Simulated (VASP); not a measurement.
# Si2Ni (Fm-3m) in VASP: settings compared

Aim: see how the results for Si2Ni move with the level of theory and the settings. Levels: PBEsol, PBE. Tasks: single point.

Everything below comes from runs of VASP 6.6.1. Logs are shortened: lines on timing, memory, paths and dates and some standing lists are left out, and cuts for length are marked.

## 1. The cell of the first run

It takes space group Fm-3m (No. 225, cubic). The conventional cell has a = 5.395 Å, b = 5.395 Å, c = 5.395 Å, α = 90.00°, β = 90.00°, γ = 90.00°. Within 3.1 Å of Ni (site symmetry m-3m) lie 8 Si at 2.34 Å. Si (site symmetry -43m) has 4 Ni at 2.34 Å and 6 Si at 2.70 Å within 3.1 Å.

## 2. Single point, PBEsol, collinear spin, ferromagnetic start

INCAR

```
  PREC = Accurate
  ENCUT = 520
  EDIFF = 1E-6
  ISMEAR = -1
  SIGMA = 0.05
  LREAL = False
  LASPH = True
  NELM = 150
  ALGO = Normal
  ISIF = 2
  LWAVE = False
  LCHARG = False
  ISPIN = 2
  MAGMOM = 1 0 0
  LORBIT = 11
  LMAXMIX = 4
  GGA = PS
  NBANDS = 20
```

KPOINTS

```
Automatic mesh
0
Gamma
  9 9 9
```

POSCAR

```
Si2Ni
1.0
    0.0000000000      2.6976147168      2.6976147168
    2.6976147168      0.0000000000      2.6976147168
    2.6976147168      2.6976147168      0.0000000000
Ni Si
1 2
Direct
    0.0000000000      0.0000000000      0.0000000000
    0.7500000000      0.7500000000      0.7500000000
    0.2500000000      0.2500000000      0.2500000000
```

Potentials or basis: VASP PAW PBE potentials, release 64 (Ni, Si).

On the command line:

```
$ cat potpaw_PBE.64/Ni/POTCAR potpaw_PBE.64/Si/POTCAR > POTCAR
$ mpirun -np 1 vasp_std > vasp.out
```

OUTCAR:

```text
PREC = Accurate
   ENCUT = 520
   EDIFF = 1E-6
   ISMEAR = -1
   LREAL = False
   LASPH = True
   NELM = 150
   ISIF = 2
   ISPIN = 2
   LORBIT = 11
   GGA = PS

 ion  position               nearest neighbor table
   1  0.000  0.000  0.000-   2 2.34   2 2.34   2 2.34   3 2.34   3 2.34   3 2.34   3 2.34   2 2.34

   2  0.750  0.750  0.750-   1 2.34   1 2.34   1 2.34   1 2.34   3 2.70   3 2.70   3 2.70   3 2.70
                             3 2.70   3 2.70
   3  0.250  0.250  0.250-   1 2.34   1 2.34   1 2.34   1 2.34   2 2.70   2 2.70   2 2.70   2 2.70
                             2 2.70   2 2.70

  LATTYP: Found a face centered cubic cell.
 ALAT       =     5.3952294336

  Lattice vectors:

 A1 = (   0.0000000000,   2.6976147168,   2.6976147168)
 A2 = (   2.6976147168,   0.0000000000,   2.6976147168)
 A3 = (   2.6976147168,   2.6976147168,   0.0000000000)

Analysis of symmetry for initial positions (statically):
=====================================================================
 Subroutine PRICEL returns:
 Original cell was already a primitive cell.

 Routine SETGRP: Setting up the symmetry group for a
 face centered cubic supercell.

 Subroutine GETGRP returns: Found 48 space group operations
 (whereof 48 operations were pure point group operations)
 out of a pool of 48 trial point group operations.

The static configuration has the point symmetry O_h .

Analysis of symmetry for dynamics (positions and initial velocities):
=====================================================================
 Subroutine PRICEL returns:
 Original cell was already a primitive cell.

 Routine SETGRP: Setting up the symmetry group for a
 face centered cubic supercell.

 Subroutine GETGRP returns: Found 48 space group operations
 (whereof 48 operations were pure point group operations)
 out of a pool of 48 trial point group operations.

The dynamic configuration has the point symmetry O_h .

Analysis of structural, dynamic, and magnetic symmetry:
=====================================================================
 Subroutine PRICEL returns:
 Original cell was already a primitive cell.

 Routine SETGRP: Setting up the symmetry group for a
 face centered cubic supercell.

 Subroutine GETGRP returns: Found 48 space group operations
 (whereof 48 operations were pure point group operations)
 out of a pool of 48 trial point group operations.

The overall configuration has the point symmetry O_h .

 Subroutine INISYM returns: Found 48 space group operations
 (whereof 48 operations are pure point group operations),
 and found     1 'primitive' translations

----------------------------------------------------------------------------------------

                                     Primitive cell

  volume of cell :      39.2618

  direct lattice vectors                    reciprocal lattice vectors
     0.000000000  2.697614717  2.697614717    -0.185348930  0.185348930  0.185348930
     2.697614717  0.000000000  2.697614717     0.185348930 -0.185348930  0.185348930
     2.697614717  2.697614717  0.000000000     0.185348930  0.185348930 -0.185348930

  length of vectors
     3.815003319  3.815003319  3.815003319     0.321033763  0.321033763  0.321033763

  position of ions in fractional coordinates (direct lattice)
     0.000000000  0.000000000  0.000000000
     0.750000000  0.750000000  0.750000000
     0.250000000  0.250000000  0.250000000

  ion indices of the primitive-cell ions
   primitive index   ion index
                 1           1
                 2           2
                 3           3

----------------------------------------------------------------------------------------

 KPOINTS: Automatic mesh

Automatic generation of k-mesh.
 Grid dimensions read from file:
 generate k-points for:    9    9    9

 Generating k-lattice:

  Cartesian coordinates                     Fractional coordinates (reciprocal lattice)
    -0.020594326  0.020594326  0.020594326     0.111111111  0.000000000  0.000000000
     0.020594326 -0.020594326  0.020594326     0.000000000  0.111111111  0.000000000
     0.020594326  0.020594326 -0.020594326     0.000000000  0.000000000  0.111111111

  Length of vectors
     0.035670418  0.035670418  0.035670418

  Shift w.r.t. Gamma in fractional coordinates (k-lattice)
     0.000000000  0.000000000  0.000000000

 Subroutine IBZKPT returns following result:
 ===========================================

 Found     35 irreducible k-points:

 Following reciprocal coordinates:
            Coordinates               Weight
  0.000000  0.000000  0.000000      1.000000
  0.111111  0.000000  0.000000      8.000000
  0.222222  0.000000  0.000000      8.000000
  0.333333  0.000000  0.000000      8.000000
  0.444444  0.000000  0.000000      8.000000
  0.111111  0.111111  0.000000      6.000000
[... 16 lines left out ...]
 -0.333333  0.333333  0.000000     12.000000
  0.444444  0.444444  0.000000      6.000000
 [... further k-points ...]
   k-points           NKPTS =     35   k-points in BZ     NKDIM =     35   number of bands    NBANDS=     20
   number of dos      NEDOS =    301   number of ions     NIONS =      3
   total plane-waves  NPLWV =  21952
   dimension x,y,z NGX =    28 NGY =   28 NGZ =   28
   dimension x,y,z NGXF=    56 NGYF=   56 NGZF=   56
   ions per type =               1   2
   NGX,Y,Z   is equivalent  to a cutoff of  12.20, 12.20, 12.20 a.u.
   NGXF,Y,Z  is equivalent  to a cutoff of  24.40, 24.40, 24.40 a.u.
 SYSTEM =  unknown system
   PREC   = accura    normal or accurate (medium, high low for compatibility)
   ISTART =      0    job   : 0-new  1-cont  2-samecut
   ICHARG =      2    charge: 1-file 2-atom 10-const
   ISPIN  =      2    spin polarized calculation?
   LNONCOLLINEAR =      F non collinear calculations
   LSORBIT =      F    spin-orbit coupling
   LASPH  =      T    aspherical Exc in radial PAW
   ENCUT  =  520.0 eV  38.22 Ry    6.18 a.u.   7.09  7.09  7.09*2*pi/ulx,y,z
   NELM   =    150;   NELMIN=  2; NELMDL= -5     # of ELM steps
   EDIFF  = 0.1E-05   stopping-criterion for ELM
   LREAL  =      F    real-space projection
   EDIFFG = 0.1E-04   stopping-criterion for IOM
   NSW    =      0    number of steps for IOM
   IBRION =     -1    ionic relax: 0-MD 1-quasi-New 2-CG
   NFREE  =      0    steps in history (QN), initial steepest desc. (CG)
   ISIF   =      2    stress and relaxation
   ISYM   =      2    0-nonsym 1-usesym 2-fastsym
   POTIM  = 0.5000    time-step for ionic-motion
   TEBEG  =    0.0;   TEEND  =   0.0 temperature during run
   PSTRESS=    0.0 pullay stress
   NELECT =      18.0000    total number of electrons
   NUPDOWN=      -1.0000    fix difference up-down
   EMIN   =  10.00;   EMAX   =-10.00  energy-range for DOS
   EFERMI =   0.00;   METHOD = LEGACY
   ISMEAR =    -1;   SIGMA  =   0.05  broadening in eV -4-tet -1-fermi 0-gaus
   EFERMI_NEDOS =   21; number of points for ismear=-14 and -15
   IALGO  =     38    algorithm
   IMIX   =      4    mixing-type and parameters
     AMIX     =   0.40;   BMIX     =  1.00
     AMIX_MAG =   1.60;   BMIX_MAG =  1.00
  volume/ion in A,a.u.               =      13.09        88.32
  Fermi-wavevector in a.u.,A,eV,Ry     =   1.262338  2.385473 21.680855  1.593498
  Thomas-Fermi vector in A             =   2.395751
   LORBIT       =     11    0 simple, 1 ext, 2 COOP (PROOUT), +10 PAW based schemes
   GGA     = PS    functional components
   LHFCALC =     F    Hartree Fock is set to
   AEXX    =    0.0000 exact exchange contribution
   IVDW    =     0    specifies the selected vdW correction
   LEPSILON=     F    determine dielectric tensor
   LRPA    =     F    only Hartree local field effects (RPA)
 spin polarized calculation
  energy-cutoff  :      520.00
  volume of cell :       39.26
 maximum number of plane-waves:      1070
   NGX = 15   NGY = 15   NGZ = 15

 number of electron      17.9999996 magnetization      -0.0045752

 number of electron      17.9999996 magnetization       0.0001494

 Free energy of the ion-electron system (eV)
  ---------------------------------------------------
  ext. energy  EPLUGINS =         0.00000000
  ---------------------------------------------------
  free energy    TOTEN  =       -18.98448009 eV

  energy without entropy =      -18.97648427  energy(sigma->0) =      -18.98048218

 E-fermi :  10.4729     XC(G=0): -11.7259

 val. band max:       10.4236756769   @ k =   0.3333   0.2222   0.0000
 cond. band min:      10.5118561224   @ k =   0.1111   0.1111   0.0000
 fundamental gap:      0.0881804455
 Fermi energy:        10.4729490409

 spin component 1

 k-point     1 :       0.0000    0.0000    0.0000
  band No.  band energies     occupation
      1      -3.4595      1.00000
      2       5.1960      1.00000
      3       5.1960      1.00000
      4       5.1960      1.00000
      5       6.8974      1.00000
      6       6.8974      1.00000
[... 12 lines left out ...]
     19      19.4360      0.00000
     20      23.3406      0.00000

 k-point     2 :       0.1111    0.0000    0.0000
  band No.  band energies     occupation
      1      -3.2756      1.00000
      2       4.8346      1.00000
      3       5.2536      1.00000
      4       5.2536      1.00000
      5       6.8644      1.00000
      6       6.8644      1.00000
[... 12 lines left out ...]
     19      20.2774      0.00000
     20      23.9429      0.00000
[... 465 lines left out ...]
      3       3.3787      1.00000
      4       5.6318      1.00000
      5       6.0848      1.00000
      6       6.4554      1.00000
[... 12 lines left out ...]
     19      25.3434      0.00000
     20      26.1880      0.00000

 k-point    24 :       0.4444    0.4444    0.0000
  band No.  band energies     occupation
      1       0.1528      1.00000
      2       2.8378      1.00000
      3       3.1665      1.00000
      4       5.8171      1.00000
      5       5.8171      1.00000
      6       6.9399      1.00000
[... 12 lines left out ...]
     19      24.2459      0.00000
     20      24.2459      0.00000

 [... further k-points ...]

 spin component 2

 k-point     1 :       0.0000    0.0000    0.0000
  band No.  band energies     occupation
      1      -3.4594      1.00000
      2       5.1960      1.00000
      3       5.1960      1.00000
      4       5.1960      1.00000
      5       6.8970      1.00000
      6       6.8970      1.00000
[... 12 lines left out ...]
     19      19.4364      0.00000
     20      23.3409      0.00000

 k-point     2 :       0.1111    0.0000    0.0000
  band No.  band energies     occupation
      1      -3.2755      1.00000
      2       4.8346      1.00000
      3       5.2536      1.00000
      4       5.2536      1.00000
      5       6.8640      1.00000
      6       6.8640      1.00000
[... 12 lines left out ...]
     19      20.2778      0.00000
     20      23.9432      0.00000
[... 465 lines left out ...]
      3       3.3787      1.00000
      4       5.6318      1.00000
      5       6.0847      1.00000
      6       6.4554      1.00000
[... 12 lines left out ...]
     19      25.3435      0.00000
     20      26.1856      0.00000

 k-point    24 :       0.4444    0.4444    0.0000
  band No.  band energies     occupation
      1       0.1529      1.00000
      2       2.8378      1.00000
      3       3.1666      1.00000
      4       5.8172      1.00000
      5       5.8172      1.00000
      6       6.9399      1.00000
[... 12 lines left out ...]
     19      24.2460      0.00000
     20      24.2460      0.00000

 [... further k-points ...]

------------------------ aborting loop because EDIFF is reached ----------------------------------------

  FORCE on cell =-STRESS in cart. coord.  units (eV):
  Direction    XX          YY          ZZ          XY          YZ          ZX
  --------------------------------------------------------------------------------------
  -------------------------------------------------------------------------------------
  Total        0.1319284      0.1319284      0.1319284      0.0000000      0.0000000      0.0000000
  in kB        5.3836797      5.3836797      5.3836797      0.0000000      0.0000000      0.0000000
  external PRESSURE =       5.3836797 kB  Pullay stress =       0.0000000 kB

 VOLUME and BASIS-vectors are now :
 -----------------------------------------------------------------------------
  energy-cutoff  :      520.00
  volume of cell :       39.26
      direct lattice vectors                 reciprocal lattice vectors
     0.000000000  2.697614717  2.697614717    -0.185348930  0.185348930  0.185348930
     2.697614717  0.000000000  2.697614717     0.185348930 -0.185348930  0.185348930
     2.697614717  2.697614717  0.000000000     0.185348930  0.185348930 -0.185348930

 POSITION                                       TOTAL-FORCE (eV/Angst)
 -----------------------------------------------------------------------------------
      0.00000      0.00000      0.00000         0.000000      0.000000     -0.000000
      4.04642      4.04642      4.04642         0.000000     -0.000000      0.000000
      1.34881      1.34881      1.34881        -0.000000     -0.000000     -0.000000
 -----------------------------------------------------------------------------------
    total drift:                               -0.000000     -0.000000      0.000000

  FREE ENERGIE OF THE ION-ELECTRON SYSTEM (eV)
  ---------------------------------------------------
  free  energy   TOTEN  =       -18.9844800922 eV

  energy  without entropy=      -18.9764842711  energy(sigma->0) =      -18.98048218

 total charge

# of ion       s       p       d       tot
------------------------------------------
    1        0.569   0.811   8.463   9.844
    2        0.744   0.844   0.000   1.588
    3        0.744   0.844   0.000   1.588
--------------------------------------------------
tot          2.057   2.499   8.463  13.020

 magnetization (x)

# of ion       s       p       d       tot
------------------------------------------
    1        0.000  -0.000  -0.000  -0.000
    2        0.000   0.000   0.000   0.000
    3        0.000   0.000   0.000   0.000
--------------------------------------------------
tot          0.000   0.000  -0.000  -0.000
```

Wall time 22 s (1 thread of Intel Xeon 6975P-C (Granite Rapids), shared host); peak memory 0.19 GiB.

What came out:

```
Free energy                                           : -18.9845 eV
Pressure                                              : 0.5 GPa
Band gap on the k mesh                                : zero (filled and empty bands overlap)
Net moment                                            : 0.00 μB per cell
Valence electrons inside the program's atomic spheres : Ni 9.84; Si 1.59
```

Levels at points of the mesh, in eV from the Fermi level:
Spin up:
| k point | band 5 | band 6 | band 7 | band 8 | band 9 | band 10 | band 11 | band 12 | band 13 | band 14 |
| --- | --- | --- | --- | --- | --- | --- | --- | --- | --- | --- |
| (0.00, 0.00, 0.00) | -3.58 | -3.58 | -0.24 | 1.70 | 1.70 | 1.70 | 2.22 | 2.22 | 2.22 | 4.70 |
Spin down:
| k point | band 5 | band 6 | band 7 | band 8 | band 9 | band 10 | band 11 | band 12 | band 13 | band 14 |
| --- | --- | --- | --- | --- | --- | --- | --- | --- | --- | --- |
| (0.00, 0.00, 0.00) | -3.58 | -3.58 | -0.24 | 1.70 | 1.70 | 1.70 | 2.22 | 2.22 | 2.22 | 4.70 |

Caveat: the PAW data sets were made with another functional, which shifts forces and pressure a little.

## 3. Single point, PBE, collinear spin, ferromagnetic start

This run uses another cell than the first one, of 12.38 Å³/atom, 0.946 times its volume.

INCAR

```
ALGO = Normal
EDIFF = 1E-7
ENCUT = 520
GGA = PE
ISIF = 2
ISMEAR = -1
ISPIN = 2
LASPH = True
LCHARG = True
LELF = True
LMAXMIX = 4
LORBIT = 11
LREAL = False
LVHAR = True
LWAVE = False
MAGMOM = 1 0 0
NBANDS = 20
NELM = 150
PREC = Accurate
SIGMA = 0.05
```

KPOINTS

```
k-points
0
Gamma
  9 9 9
```

POSCAR

```
Si2Ni
1.0
    0.0000000000      2.6478212519      2.6478212519
    2.6478212519      0.0000000000      2.6478212519
    2.6478212519      2.6478212519      0.0000000000
Ni Si
1 2
Direct
    0.0000000000      0.0000000000      0.0000000000
    0.7500000000      0.7500000000      0.7500000000
    0.2500000000      0.2500000000      0.2500000000
```

Potentials or basis: VASP PAW PBE potentials, release 64 (Ni, Si).

On the command line:

```
$ cat potpaw_PBE.64/Ni/POTCAR potpaw_PBE.64/Si/POTCAR > POTCAR
$ mpirun -np 1 vasp_std > vasp.out
```

Run time: 67 s. Hardware: 1 thread of Intel Xeon Platinum 8259CL at 2.50GHz (Skylake/Cascade Lake), shared host; peak memory 0.19 GiB.

The run converged. Its results:

```yaml
Free_energy: -17.2308 eV
Pressure: 14.7 GPa
Band_gap_on_the_k_mesh: zero (filled and empty bands overlap)
Net_moment: 0.00 μB per cell
Valence_electrons_inside_the_program's_atomic_spheres: Ni 9.98; Si 1.62
```

Levels at points of the mesh, in eV from the Fermi level:
Spin up:
```
           k point  band 5  band 6  band 7  band 8  band 9  band 10  band 11  band 12  band 13  band 14
(0.00, 0.00, 0.00)   -3.92   -3.92    0.15    1.73    1.73     1.73     2.12     2.12     2.12     4.82
```
Spin down:
| k point | band 5 | band 6 | band 7 | band 8 | band 9 | band 10 | band 11 | band 12 | band 13 | band 14 |
| --- | --- | --- | --- | --- | --- | --- | --- | --- | --- | --- |
| (0.00, 0.00, 0.00) | -3.92 | -3.92 | 0.15 | 1.73 | 1.73 | 1.73 | 2.12 | 2.12 | 2.12 | 4.82 |

## 4. Single point, PBE, collinear spin, ferromagnetic start

This run uses another cell than the first one, of 12.90 Å³/atom, 0.986 times its volume.

INCAR

```
SYSTEM = Si2Ni
ALGO = Normal ; EDIFF = 1E-6
ENCUT = 520 ; GGA = PE
ISIF = 2 ; ISMEAR = -1
ISPIN = 2 ; LASPH = .True.
LCHARG = .False. ; LMAXMIX = 4
LORBIT = 11 ; LREAL = .False.
LWAVE = .False. ; MAGMOM = 1 0 0
NBANDS = 20 ; NELM = 150
PREC = Accurate ; SIGMA = 0.05
```

KPOINTS

```
k-points
0
Gamma
  9 9 9
  0 0 0
```

POSCAR

```
Si2Ni
1.0
    0.0000000000      2.6848585138      2.6848585138
    2.6848585138      0.0000000000      2.6848585138
    2.6848585138      2.6848585138      0.0000000000
Ni Si
1 2
Direct
    0.0000000000      0.0000000000      0.0000000000
    0.7500000000      0.7500000000      0.7500000000
    0.2500000000      0.2500000000      0.2500000000
```

On the command line:

```
$ cat potpaw_PBE.64/Ni/POTCAR potpaw_PBE.64/Si/POTCAR > POTCAR
$ mpirun -np 1 vasp_std > vasp.out
```

Run time: 54 s. Hardware: 1 thread of Intel Xeon Platinum 8259CL at 2.50GHz (Skylake/Cascade Lake), shared host; peak memory 0.19 GiB.

It converged, with:

```yaml
Free_energy: -17.3375 eV
Pressure: 7.0 GPa
Band_gap_on_the_k_mesh: zero (filled and empty bands overlap)
Net_moment: 0.00 μB per cell
Valence_electrons_inside_the_program's_atomic_spheres: Ni 9.86; Si 1.60
```

Levels at points of the mesh, in eV from the Fermi level:
Spin up:
| k point | band 5 | band 6 | band 7 | band 8 | band 9 | band 10 | band 11 | band 12 | band 13 | band 14 |
| --- | --- | --- | --- | --- | --- | --- | --- | --- | --- | --- |
| (0.00, 0.00, 0.00) | -3.65 | -3.65 | -0.17 | 1.70 | 1.70 | 1.70 | 2.22 | 2.22 | 2.22 | 4.74 |
Spin down:
| k point | band 6 | band 7 | band 8 | band 9 | band 10 | band 11 | band 12 | band 13 |
| --- | --- | --- | --- | --- | --- | --- | --- | --- |
| (0.00, 0.00, 0.00) | -3.65 | -0.17 | 1.70 | 1.70 | 1.70 | 2.22 | 2.22 | 2.22 |

## 5. Overview

```csv
level,cell,gap on the mesh (eV),pressure (GPa),moment (μB)
PBEsol,"a = 3.815 Å, angles 60.0°, 3 atoms",none,0.5,0.00
PBE,"a = 3.745 Å, angles 60.0°, 3 atoms",none,14.7,0.00
PBE,"a = 3.797 Å, angles 60.0°, 3 atoms",none,7.0,0.00
```

Alike in all rows: task single point; potentials or basis VASP PAW PBE potentials, release 64 (Ni, Si); spin collinear, ferromagnetic start; k mesh 9 × 9 × 9; cutoff (eV) 520; smearing fermi-dirac 0.05 eV.

Caveats: the PAW data sets were made with another functional, which shifts forces and pressure a little (some runs).

Absolute energies hang on the potentials; compare differences alone.
